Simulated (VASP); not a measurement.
NaF, 2 atoms in the cell. The structure is cubic, space group Fm-3m (No. 225). The conventional cell has a = 4.560 Å, b = 4.560 Å, c = 4.560 Å, α = 90.00°, β = 90.00°, γ = 90.00°. Within 3.0 Å of Na (site symmetry m-3m) lie 6 F at 2.28 Å. Within 3.0 Å of F (site symmetry m-3m) lie 6 Na at 2.28 Å. 

- Program: VASP 6.6.1
- Task: single point
- Functional: PBE
- Potentials or basis: VASP PAW PBE potentials, release 64 (Na_pv, F)
- Cutoff: 600 eV
- k mesh: 4 × 4 × 4
- Occupations: gaussian, width 0.01 eV
- Spin: no spin polarisation
- Dipole correction: no
- Further INCAR settings: ALGO = Normal; EDIFF = 1e-06; NBANDS = 14

Potentials or basis: VASP PAW PBE potentials, release 64 (Na_pv, F).

Command:

```sh
$ cat potpaw_PBE.64/Na_pv/POTCAR potpaw_PBE.64/F/POTCAR > POTCAR
$ mpirun -np 1 vasp_std > vasp.out
```

Hardware: 1 thread of Intel Xeon 8259CL (shared host).

Estimate the wall time of this run.

Run time: 8.8 s on 1 thread of Intel Xeon 8259CL, with other jobs on the host, peak memory 0.14 GiB. Counts: scf iterations 12, k points 8.
